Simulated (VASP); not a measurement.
# ScAl3 (P4/mmm) in VASP: further runs

The runs below take ScAl3 through single point, with PBEsol.

All numbers are computed with VASP 6.6.1; they aren't measurements. Logs are shortened: lines on timing, memory, paths and dates and some standing lists are left out, and cuts for length are marked.

### 1 The cell of the first run

It takes space group P4/mmm (No. 123, tetragonal). The conventional cell has a = 4.071 Å, b = 4.071 Å, c = 4.397 Å, α = 90.00°, β = 90.00°, γ = 90.00°. Sc (site symmetry 4/mmm) has 12 Al at 2.88 to 3.00 Å within 3.8 Å. Within 3.8 Å of Al (site symmetry mmm) lie 8 Al at 2.88 to 3.00 Å and 4 Sc at 3.00 Å. Al (site symmetry 4/mmm) has 4 Sc at 2.88 Å and 8 Al at 3.00 Å within 3.8 Å.

### 2 Single point, PBEsol (strain +0.000 along x and y, +0.080 along z)

File INCAR:

```
SYSTEM = ScAl3
PREC = Accurate
ENCUT = 520
EDIFF = 1E-7
ISMEAR = 0
SIGMA = 0.15
LREAL = .FALSE.
LASPH = .TRUE.
NELM = 100
ALGO = Fast
ISIF = 2
LWAVE = .FALSE.
LCHARG = .TRUE.
GGA = PS
LELF = .TRUE.
LVHAR = .TRUE.
NBANDS = 18
```

File KPOINTS:

```
Automatic mesh
0
G
  12 12 12
  0 0 0
```

File POSCAR:

```
ScAl3
1.0
    4.0712986161      0.0000000000      0.0000000000
    0.0000000000      4.0712986161      0.0000000000
    0.0000000000      0.0000000000      4.3970025054
Sc Al
1 3
Direct
    0.0000000000      0.0000000000      0.0000000000
    0.5000000000      0.0000000000      0.5000000000
    0.0000000000      0.5000000000      0.5000000000
    0.5000000000      0.5000000000      0.0000000000
```

Potentials or basis: VASP PAW PBE potentials, release 64 (Sc_sv, Al).

Launch:

```sh
cat potpaw_PBE.64/Sc_sv/POTCAR potpaw_PBE.64/Al/POTCAR > POTCAR
mpirun -np 1 vasp_std > vasp.out
```

OUTCAR:

```text
SYSTEM = ScAl3
   PREC = Accurate
   ENCUT = 520
   EDIFF = 1E-7
   ISMEAR = 0
   LREAL = .FALSE.
   LASPH = .TRUE.
   NELM = 100
   ISIF = 2
   GGA = PS

 ion  position               nearest neighbor table
   1  0.000  0.000  0.000-   4 2.88   4 2.88   4 2.88   4 2.88   3 3.00   3 3.00   3 3.00   3 3.00
                             2 3.00   2 3.00   2 3.00   2 3.00
   2  0.500  0.000  0.500-   3 2.88   3 2.88   3 2.88   3 2.88   4 3.00   1 3.00   4 3.00   4 3.00
                             1 3.00   4 3.00   1 3.00   1 3.00
   3  0.000  0.500  0.500-   2 2.88   2 2.88   2 2.88   2 2.88   4 3.00   1 3.00   1 3.00   1 3.00
                             4 3.00   4 3.00   4 3.00   1 3.00
   4  0.500  0.500  0.000-   1 2.88   1 2.88   1 2.88   1 2.88   3 3.00   2 3.00   2 3.00   2 3.00
                             3 3.00   3 3.00   3 3.00   2 3.00

  LATTYP: Found a simple tetragonal cell.
 ALAT       =     4.0712986161
 C/A-ratio  =     1.0800000000

  Lattice vectors:

 A1 = (   4.0712986161,   0.0000000000,   0.0000000000)
 A2 = (   0.0000000000,   4.0712986161,   0.0000000000)
 A3 = (   0.0000000000,   0.0000000000,   4.3970025054)

Analysis of symmetry for initial positions (statically):
=====================================================================
 Subroutine PRICEL returns:
 Original cell was already a primitive cell.

 Routine SETGRP: Setting up the symmetry group for a
 simple tetragonal supercell.

 Subroutine GETGRP returns: Found 16 space group operations
 (whereof 16 operations were pure point group operations)
 out of a pool of 16 trial point group operations.

The static configuration has the point symmetry D_4h.

Analysis of symmetry for dynamics (positions and initial velocities):
=====================================================================
 Subroutine PRICEL returns:
 Original cell was already a primitive cell.

 Routine SETGRP: Setting up the symmetry group for a
 simple tetragonal supercell.

 Subroutine GETGRP returns: Found 16 space group operations
 (whereof 16 operations were pure point group operations)
 out of a pool of 16 trial point group operations.

The dynamic configuration has the point symmetry D_4h.

 Subroutine INISYM returns: Found 16 space group operations
 (whereof 16 operations are pure point group operations),
 and found     1 'primitive' translations

----------------------------------------------------------------------------------------

                                     Primitive cell

  volume of cell :      72.8824

  direct lattice vectors                    reciprocal lattice vectors
     4.071298616  0.000000000  0.000000000     0.245621875  0.000000000  0.000000000
     0.000000000  4.071298616  0.000000000     0.000000000  0.245621875  0.000000000
     0.000000000  0.000000000  4.397002505     0.000000000  0.000000000  0.227427662

  length of vectors
     4.071298616  4.071298616  4.397002505     0.245621875  0.245621875  0.227427662

  position of ions in fractional coordinates (direct lattice)
     0.000000000  0.000000000  0.000000000
     0.500000000  0.000000000  0.500000000
     0.000000000  0.500000000  0.500000000
     0.500000000  0.500000000  0.000000000

  ion indices of the primitive-cell ions
   primitive index   ion index
                 1           1
                 2           2
                 3           3
                 4           4

----------------------------------------------------------------------------------------

 KPOINTS: Automatic mesh

Automatic generation of k-mesh.
 Grid dimensions read from file:
 generate k-points for:   12   12   12

 Generating k-lattice:

  Cartesian coordinates                     Fractional coordinates (reciprocal lattice)
     0.020468490  0.000000000  0.000000000     0.083333333  0.000000000  0.000000000
     0.000000000  0.020468490  0.000000000     0.000000000  0.083333333  0.000000000
     0.000000000  0.000000000  0.018952305     0.000000000  0.000000000  0.083333333

  Length of vectors
     0.020468490  0.020468490  0.018952305

  Shift w.r.t. Gamma in fractional coordinates (k-lattice)
     0.000000000  0.000000000  0.000000000

 Subroutine IBZKPT returns following result:
 ===========================================

 Found    196 irreducible k-points:

 Following reciprocal coordinates:
            Coordinates               Weight
  0.000000  0.000000  0.000000      1.000000
  0.083333  0.000000  0.000000      4.000000
  0.166667  0.000000  0.000000      4.000000
  0.250000  0.000000  0.000000      4.000000
  0.333333  0.000000  0.000000      4.000000
  0.416667  0.000000  0.000000      4.000000
[... 16 lines left out ...]
  0.333333  0.333333  0.000000      4.000000
  0.416667  0.333333  0.000000      8.000000
 [... further k-points ...]
   k-points           NKPTS =    196   k-points in BZ     NKDIM =    196   number of bands    NBANDS=     18
   number of dos      NEDOS =    301   number of ions     NIONS =      4
   total plane-waves  NPLWV =  32400
   dimension x,y,z NGX =    30 NGY =   30 NGZ =   36
   dimension x,y,z NGXF=    60 NGYF=   60 NGZF=   72
   ions per type =               1   3
   NGX,Y,Z   is equivalent  to a cutoff of  12.25, 12.25, 13.61 a.u.
   NGXF,Y,Z  is equivalent  to a cutoff of  24.50, 24.50, 27.22 a.u.
 SYSTEM =  ScAl3
   PREC   = accura    normal or accurate (medium, high low for compatibility)
   ISTART =      0    job   : 0-new  1-cont  2-samecut
   ICHARG =      2    charge: 1-file 2-atom 10-const
   ISPIN  =      1    spin polarized calculation?
   LNONCOLLINEAR =      F non collinear calculations
   LSORBIT =      F    spin-orbit coupling
   LASPH  =      T    aspherical Exc in radial PAW
   ENCUT  =  520.0 eV  38.22 Ry    6.18 a.u.   7.57  7.57  8.18*2*pi/ulx,y,z
   NELM   =    100;   NELMIN=  2; NELMDL= -5     # of ELM steps
   EDIFF  = 0.1E-06   stopping-criterion for ELM
   LREAL  =      F    real-space projection
   EDIFFG = 0.1E-05   stopping-criterion for IOM
   NSW    =      0    number of steps for IOM
   IBRION =     -1    ionic relax: 0-MD 1-quasi-New 2-CG
   NFREE  =      0    steps in history (QN), initial steepest desc. (CG)
   ISIF   =      2    stress and relaxation
   ISYM   =      2    0-nonsym 1-usesym 2-fastsym
   POTIM  = 0.5000    time-step for ionic-motion
   TEBEG  =    0.0;   TEEND  =   0.0 temperature during run
   PSTRESS=    0.0 pullay stress
   NELECT =      20.0000    total number of electrons
   NUPDOWN=      -1.0000    fix difference up-down
   EMIN   =  10.00;   EMAX   =-10.00  energy-range for DOS
   EFERMI =   0.00;   METHOD = LEGACY
   ISMEAR =     0;   SIGMA  =   0.15  broadening in eV -4-tet -1-fermi 0-gaus
   EFERMI_NEDOS =   21; number of points for ismear=-14 and -15
   IALGO  =     68    algorithm
   IMIX   =      4    mixing-type and parameters
     AMIX     =   0.40;   BMIX     =  1.00
     AMIX_MAG =   1.60;   BMIX_MAG =  1.00
  volume/ion in A,a.u.               =      18.22       122.96
  Fermi-wavevector in a.u.,A,eV,Ry     =   1.063842  2.010371 15.398538  1.131761
  Thomas-Fermi vector in A             =   2.199341
   LORBIT       =      0    0 simple, 1 ext, 2 COOP (PROOUT), +10 PAW based schemes
   GGA     = PS    functional components
   LHFCALC =     F    Hartree Fock is set to
   AEXX    =    0.0000 exact exchange contribution
   IVDW    =     0    specifies the selected vdW correction
   LEPSILON=     F    determine dielectric tensor
   LRPA    =     F    only Hartree local field effects (RPA)
 non-spin polarized calculation
 RMM-DIIS sequential band-by-band and
 Gauss-broadening in eV      SIGMA  =   0.15
  energy-cutoff  :      520.00
  volume of cell :       72.88
 maximum number of plane-waves:      1984
   NGX = 15   NGY = 15   NGZ = 17

 number of electron      19.9999996 magnetization

 Free energy of the ion-electron system (eV)
  ---------------------------------------------------
  ext. energy  EPLUGINS =         0.00000000
  ---------------------------------------------------
  free energy    TOTEN  =       -20.55700084 eV

  energy without entropy =      -20.53729881  energy(sigma->0) =      -20.54714982

 E-fermi :   6.6015     XC(G=0): -10.2482

 val. band max:        6.5968818044   @ k =   0.3333   0.0833   0.1667
 cond. band min:       6.6029111189   @ k =   0.3333   0.0000   0.3333
 fundamental gap:      0.0060293145
 Fermi energy:         6.6015388206

 k-point     1 :       0.0000    0.0000    0.0000
  band No.  band energies     occupation
      1     -42.3533      2.00000
      2     -21.1593      2.00000
      3     -21.1104      2.00000
      4     -21.1104      2.00000
      5      -3.0524      2.00000
      6       3.6312      2.00000
[... 10 lines left out ...]
     17      11.6191      0.00000
     18      11.6231      0.00000

 k-point     2 :       0.0833    0.0000    0.0000
  band No.  band energies     occupation
      1     -42.3532      2.00000
      2     -21.1592      2.00000
      3     -21.1125      2.00000
      4     -21.1102      2.00000
      5      -2.9881      2.00000
      6       3.5343      2.00000
[... 10 lines left out ...]
     17      11.5951      0.00000
     18      11.7454      0.00000

 k-point     3 :       0.1667    0.0000    0.0000
  band No.  band energies     occupation
      1     -42.3529      2.00000
      2     -21.1587      2.00000
      3     -21.1182      2.00000
      4     -21.1098      2.00000
      5      -2.7962      2.00000
      6       2.7976      2.00000
[... 10 lines left out ...]
     17      11.5944      0.00000
     18      11.9499      0.00000

 k-point     4 :       0.2500    0.0000    0.0000
  band No.  band energies     occupation
      1     -42.3526      2.00000
      2     -21.1580      2.00000
      3     -21.1261      2.00000
      4     -21.1091      2.00000
      5      -2.4807      2.00000
      6       1.8456      2.00000
[... 375 lines left out ...]
      4     -21.1226      2.00000
      5      -0.6693      2.00000
      6       0.1648      2.00000
[... 10 lines left out ...]
     17      11.2399      0.00000
     18      11.9032      0.00000

 k-point    23 :       0.3333    0.3333    0.0000
  band No.  band energies     occupation
      1     -42.3513      2.00000
      2     -21.1553      2.00000
      3     -21.1313      2.00000
      4     -21.1305      2.00000
      5      -1.1170      2.00000
      6       1.7525      2.00000
[... 10 lines left out ...]
     17      10.3335      0.00000
     18      12.4172      0.00000

 k-point    24 :       0.4167    0.3333    0.0000
  band No.  band energies     occupation
      1     -42.3511      2.00000
      2     -21.1548      2.00000
      3     -21.1363      2.00000
      4     -21.1302      2.00000
      5      -0.6459      2.00000
      6       1.0008      2.00000
[... 10 lines left out ...]
     17      10.4719      0.00000
     18      12.1837      0.00000

 [... further k-points ...]

------------------------ aborting loop because EDIFF is reached ----------------------------------------

  FORCE on cell =-STRESS in cart. coord.  units (eV):
  Direction    XX          YY          ZZ          XY          YZ          ZX
  --------------------------------------------------------------------------------------
  -------------------------------------------------------------------------------------
  Total       -1.0257939     -1.0257939     -5.3975623      0.0000000      0.0000000      0.0000000
  in kB      -22.5500797    -22.5500797   -118.6548845      0.0000000      0.0000000      0.0000000
  external PRESSURE =     -54.5850147 kB  Pullay stress =       0.0000000 kB

 VOLUME and BASIS-vectors are now :
 -----------------------------------------------------------------------------
  energy-cutoff  :      520.00
  volume of cell :       72.88
      direct lattice vectors                 reciprocal lattice vectors
     4.071298616  0.000000000  0.000000000     0.245621875  0.000000000  0.000000000
     0.000000000  4.071298616  0.000000000     0.000000000  0.245621875  0.000000000
     0.000000000  0.000000000  4.397002505     0.000000000  0.000000000  0.227427662

 POSITION                                       TOTAL-FORCE (eV/Angst)
 -----------------------------------------------------------------------------------
      0.00000      0.00000      0.00000         0.000000      0.000000      0.000000
      2.03565      0.00000      2.19850         0.000000      0.000000      0.000000
      0.00000      2.03565      2.19850         0.000000      0.000000      0.000000
      2.03565      2.03565      0.00000         0.000000      0.000000      0.000000
 -----------------------------------------------------------------------------------
    total drift:                               -0.000000     -0.000000      0.000000

  FREE ENERGIE OF THE ION-ELECTRON SYSTEM (eV)
  ---------------------------------------------------
  free  energy   TOTEN  =       -20.5570008361 eV

  energy  without entropy=      -20.5372988137  energy(sigma->0) =      -20.54714982
```

It took 4.5 min on 1 thread of Intel Xeon Platinum 8488C (Sapphire Rapids), shared host; peak memory 0.35 GiB.

What came out:

```
Free energy            : -20.5570 eV
Pressure               : -5.5 GPa
Band gap on the k mesh : zero (bands 10 and 11 overlap by 3.63 eV)
```

Levels at points of the mesh, in eV from the Fermi level:
```tsv
k point	band 7	band 8	band 9	band 10	band 11	band 12	band 13	band 14
(0.00, 0.00, 0.00)	-2.35	-2.14	-1.39	-1.39	1.23	1.23	1.27	1.42
(0.50, 0.00, 0.00)	-2.01	-1.44	-1.29	0.06	0.43	1.30	1.58	1.73
(0.50, 0.50, 0.00)	-5.25	-4.16	-0.74	-0.74	0.69	0.86	2.14	2.59
(0.00, 0.00, 0.50)	-1.38	-1.38	-1.18	0.90	1.22	1.22	1.46	1.47
(0.50, 0.00, 0.50)	-5.49	-4.18	-0.42	-0.18	1.48	1.61	1.66	2.41
(0.50, 0.50, 0.50)	-4.61	-4.19	-3.03	-2.73	-2.73	0.75	2.34	2.65
```

Caveat: the cell differs from its parent crystal (strain +0.000 along x and y, +0.080 along z); the cell stands under tension; the PAW data sets were made with another functional, which shifts forces and pressure a little.

### 3 Single point, PBEsol (strain +0.080 along x and y, -0.040 along z)

File INCAR:

```
SYSTEM = ScAl3
PREC = Accurate ; ENCUT = 520
EDIFF = 1E-6 ; ISMEAR = 0
SIGMA = 0.15 ; LREAL = .False.
LASPH = .True. ; NELM = 80
ALGO = Fast ; ISIF = 2
LWAVE = .False. ; LCHARG = .False.
GGA = PS ; NBANDS = 18
```

File KPOINTS:

```
Automatic mesh
0
Gamma
  12 12 12
  0 0 0
```

File POSCAR:

```
ScAl3
1.0
    4.3970025054      0.0000000000      0.0000000000
    0.0000000000      4.3970025054      0.0000000000
    0.0000000000      0.0000000000      3.9084466715
Sc Al
1 3
Direct
    0.0000000000      0.0000000000      0.0000000000
    0.5000000000      0.0000000000      0.5000000000
    0.0000000000      0.5000000000      0.5000000000
    0.5000000000      0.5000000000      0.0000000000
```

Potentials or basis: VASP PAW PBE potentials, release 64 (Sc_sv, Al).

Launch:

```sh
cat potpaw_PBE.64/Sc_sv/POTCAR potpaw_PBE.64/Al/POTCAR > POTCAR
mpirun -np 1 vasp_std > vasp.out
```

Run time: 3.7 min. Hardware: 1 thread of Intel Xeon Platinum 8488C (Sapphire Rapids), shared host; peak memory 0.37 GiB.

It converged, with:

- Free energy: -20.3341 eV
- Pressure: -7.3 GPa
- Band gap on the k mesh: zero (bands 10 and 11 overlap by 3.32 eV)

Stress tensor (GPa, compression positive):
```
-10.83   0.00   0.00
  0.00 -10.83   0.00
  0.00   0.00  -0.22
```

Levels at points of the mesh, in eV from the Fermi level:
```tsv
k point	band 7	band 8	band 9	band 10	band 11	band 12	band 13	band 14
(0.00, 0.00, 0.00)	-2.19	-2.19	-2.04	-0.59	1.00	1.22	1.42	1.42
(0.50, 0.00, 0.00)	-1.98	-1.23	-0.73	-0.10	0.41	1.50	1.61	1.89
(0.50, 0.50, 0.00)	-5.75	-4.14	0.10	0.10	1.58	1.81	2.02	2.03
(0.00, 0.00, 0.50)	-1.75	-1.75	-1.50	-0.01	0.62	0.62	1.22	1.46
(0.50, 0.00, 0.50)	-5.11	-4.07	-0.81	-0.50	0.81	0.95	1.68	2.52
(0.50, 0.50, 0.50)	-4.50	-4.05	-2.92	-2.92	-2.49	0.62	2.04	2.81
```

Caveat: the cell differs from its parent crystal (strain +0.080 along x and y, -0.040 along z); the cell stands under tension; the PAW data sets were made with another functional, which shifts forces and pressure a little.

### 4 Single point, PBEsol (strain +0.080 along x and y, +0.000 along z)

File INCAR:

```
SYSTEM = ScAl3
PREC = Accurate
ENCUT = 520
EDIFF = 1E-6
ISMEAR = 0
SIGMA = 0.15
LREAL = .False.
LASPH = .True.
NELM = 60
ALGO = Fast
ISIF = 2
LWAVE = .False.
LCHARG = .False.
GGA = PS
NBANDS = 18
```

KPOINTS is that of step 3.

Changes to POSCAR since step 3:

```diff
@@ -4,3 +4,3 @@
     0.0000000000      4.3970025054      0.0000000000
-    0.0000000000      0.0000000000      3.9084466715
+    0.0000000000      0.0000000000      4.0712986161
 Sc Al
```

Launch:

```sh
cat potpaw_PBE.64/Sc_sv/POTCAR potpaw_PBE.64/Al/POTCAR > POTCAR
mpirun -np 1 vasp_std > vasp.out
```

It took 3.3 min on 1 thread of Intel Xeon Platinum 8488C (Sapphire Rapids), shared host; peak memory 0.38 GiB.

Results (log left out):

```
Free energy            : -20.2817 eV
Pressure               : -9.8 GPa
Band gap on the k mesh : zero (bands 10 and 11 overlap by 3.24 eV)
```

Stress tensor (GPa, compression positive):
```
-12.12   0.00   0.00
  0.00 -12.12   0.00
  0.00   0.00  -5.12
```

Levels at points of the mesh, in eV from the Fermi level:
```
           k point  band 6  band 7  band 8  band 9  band 10  band 11  band 12  band 13  band 14  band 15
(0.00, 0.00, 0.00)   -2.87   -2.14   -1.99   -1.99    -1.00     1.07     1.24     1.30     1.30     3.74
(0.50, 0.00, 0.00)   -6.89   -1.76   -1.16   -0.99     0.00     0.54     1.45     1.51     1.56     1.78
(0.50, 0.50, 0.00)   -5.56   -5.56   -4.03   -0.10    -0.10     1.61     1.68     1.76     1.87     3.60
(0.00, 0.00, 0.50)   -6.67   -1.62   -1.62   -1.35    -0.10     0.68     0.68     1.26     1.43     2.31
(0.50, 0.00, 0.50)   -5.30   -5.17   -3.98   -0.66    -0.46     0.92     1.03     1.70     2.42     2.59
(0.50, 0.50, 0.50)   -4.55   -4.49   -3.93   -2.83    -2.83    -2.57     0.59     2.05     2.49     3.22
```

Caveat: the cell differs from its parent crystal (strain +0.080 along x and y, +0.000 along z); the cell stands under tension; the PAW data sets were made with another functional, which shifts forces and pressure a little.

### 5 The runs side by side

| cell | further INCAR settings | gap on the mesh (eV) | pressure (GPa) |
| --- | --- | --- | --- |
| a = 4.071, b = 4.071, c = 4.397 Å, 4 atoms | ALGO = Fast; EDIFF = 1e-07; NBANDS = 18 | none | -5.5 |
| a = 4.397, b = 4.397, c = 3.908 Å, 4 atoms | ALGO = Fast; EDIFF = 1e-06; NBANDS = 18 | none | -7.3 |
| a = 4.397, b = 4.397, c = 4.071 Å, 4 atoms | ALGO = Fast; EDIFF = 1e-06; NBANDS = 18 | none | -9.8 |

Alike in all rows: task single point; level PBEsol; potentials or basis VASP PAW PBE potentials, release 64 (Sc_sv, Al); no spin polarisation; k mesh 12 × 12 × 12; cutoff (eV) 520; smearing gaussian 0.15 eV.

Caveats: the cell stands under tension; the PAW data sets were made with another functional, which shifts forces and pressure a little.

Total energies depend on the potentials used, so only differences within one code and one set of settings carry meaning.
